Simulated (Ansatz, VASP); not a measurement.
## One calculation of SnO2, two programs

Contents of INCAR:

```
PREC = Accurate
ENCUT = 520
EDIFF = 1E-7
ISMEAR = 0
SIGMA = 0.02
LREAL = False
LASPH = True
NELM = 100
ALGO = Normal
ISIF = 2
LWAVE = False
LCHARG = False
NBANDS = 35
```

Contents of KPOINTS:

```
regular mesh
0
Gamma
  6 6 8
```

POSCAR

```
SnO2
1.0
    4.8156969079      0.0000000000      0.0000000000
    0.0000000000      4.8187314121      0.0000000000
    0.0000000000      0.0000000000      3.1477120660
Sn O
2 4
Direct
    0.5000000000      0.5000000000      0.5000000000
    0.0000000000      0.0000000000      0.0000000000
    0.3058985187      0.3063661525      0.0000000000
    0.8058985187      0.1936338475      0.5000000000
    0.1941014813      0.8063661525      0.5000000000
    0.6941014813      0.6936338475      0.0000000000
```

Input for Ansatz:

```yaml
crystal:
  lattice:
    - [4.8156969079, 0.0, 0.0]
    - [0.0, 4.8187314121, 0.0]
    - [0.0, 0.0, 3.147712066]
  atoms:
    - { symbol: Sn, position: [0.5, 0.5, 0.5] }
    - { symbol: Sn, position: [0.0, 0.0, 0.0] }
    - { symbol: O, position: [0.3058985187, 0.3063661525, 0.0] }
    - { symbol: O, position: [0.8058985187, 0.1936338475, 0.5] }
    - { symbol: O, position: [0.1941014813, 0.8063661525, 0.5] }
    - { symbol: O, position: [0.6941014813, 0.6936338475, 0.0] }
basis:
  ecutwfc: 420
kpoints:
  mp_grid: { grid: [6, 6, 8] }
  band_path: { path: [VBM, CBM], npoints: 2 }
hamiltonian:
  xc: lda
scf:
  occupations: { method: gaussian, width: 0.02 }
output:
  forces: true
  stress: true
  eigenvalues: true
checkpoint:
  read: start.run
  write: ck
  compress: false
  write_wavefunctions: false
  write_every: 100000
```

Alike in both runs: task single point; functional LDA; k mesh 6 × 6 × 8; occupations gaussian, width 0.02 eV; no spin polarisation.

|  | VASP | Ansatz |
| --- | --- | --- |
| version | VASP 6.6.1 | Ansatz 0.2.0 |
| potentials or method | VASP PAW LDA potentials, release 64 (Sn_d, O), cutoff 520 eV | scalar-relativistic, plane waves, PAW |
| valence electrons in the cell | 52 | 52 |

VASP gave:

```
gap on the k mesh at the Fermi level (eV)                     : 1.01
least direct gap on the mesh (eV)                             : 1.01
pressure (GPa)                                                : -2.9
traceless stress, the component that is largest in VASP (GPa) : 4.31
rms of the force components (eV/Å)                            : 0.017
```

Q: Estimate Ansatz's values.

A: gap on the k mesh at the Fermi level (eV): 0.97; least direct gap on the mesh (eV): 0.97; pressure (GPa): -3.9; traceless stress, the component that is largest in VASP (GPa): 3.94; rms of the force components (eV/Å): 0.001.

LDA's correlation is that of Perdew and Zunger in VASP and of Perdew and Wang (1992) in Ansatz. Atom by atom the forces differ by 0.016 eV/Å (rms over components).
